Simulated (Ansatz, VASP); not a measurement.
**HfC: VASP beside Ansatz**

```xyz
2
Lattice="0.0000 2.2566 2.2566 2.2566 0.0000 2.2566 2.2566 2.2566 0.0000" Properties=species:S:1:pos:R:3 pbc="T T T"
Hf    2.2566    2.2566    2.2566
C     0.0000    0.0000    0.0000
```

Alike in both runs: task single point; functional PBEsol; k mesh 16 × 16 × 16; occupations gaussian, width 0.1 eV; no spin polarisation.

```csv
,VASP,Ansatz
version,VASP 6.6.1,Ansatz 0.2.0
potentials or method,"VASP PAW PBE potentials, release 64 (Hf_pv, C), cutoff 520 eV","scalar-relativistic, plane waves, PAW"
valence electrons in the cell,14,30
```

```tsv
	VASP	Ansatz	Ansatz less VASP
gap on the k mesh at the Fermi level (eV)	none	none	-
pressure (GPa)	17.3	17.3	-0.09
```

VASP's potentials were made for PBE, not for PBEsol. A gap of «none» marks a metal or a gap that the smearing closes. VASP's potentials hold 14 valence electrons a cell and Ansatz's 30, so a difference there can come from the potentials and not from the codes.

Spin-orbit coupling is off throughout.
